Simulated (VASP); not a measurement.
A run of VASP 6.6.1:

Contents of POSCAR:

```
Pt
1.0
   -1.6079833000      1.5842200000      1.5842200000
    1.6079833000     -1.5842200000      1.5842200000
    1.6079833000      1.5842200000     -1.5842200000
Pt
1
Direct
    0.0000000000      0.0000000000      0.0000000000
```

INCAR.step1

```
SYSTEM = Pt
PREC = Accurate ; ENCUT = 520
ISMEAR = 0 ; SIGMA = 0.15
LREAL = .False. ; LASPH = .True.
NELM = 100 ; NBANDS = 11
GGA = PE ; ALGO = Normal
EDIFF = 1E-4 ; LWAVE = .True.
LCHARG = .False.
```

File INCAR.step2:

```
SYSTEM = Pt
PREC = Accurate ; ENCUT = 520
EDIFF = 1E-6 ; ISMEAR = 0
SIGMA = 0.15 ; LREAL = .False.
LASPH = .True. ; NELM = 100
ALGO = Normal ; ISIF = 2
LWAVE = .False. ; LCHARG = .False.
METAGGA = R2SCAN ; LMIXTAU = .True.
NBANDS = 11 ; ISTART = 1
```

File KPOINTS:

```
regular mesh
0
Gamma
  22 22 22
  0 0 0
```

Potentials or basis: VASP PAW PBE potentials, release 64 (Pt).

Launch:

```bash
$ cat potpaw_PBE.64/Pt/POTCAR > POTCAR
$ cp INCAR.step1 INCAR
$ mpirun -np 1 vasp_std > vasp.out
$ cp INCAR.step2 INCAR
$ mpirun -np 1 vasp_std > vasp.out
```

Hardware: 1 thread of Intel(R) Xeon(R) 6975P-C (Granite Rapids), with other jobs on the host.

**Question.** How long does it take, and how much memory?

**Answer.** Wall time 2.9 min on 1 thread of Intel(R) Xeon(R) 6975P-C (Granite Rapids) (shared host), peak memory 0.27 GiB. Counts: k points 834.
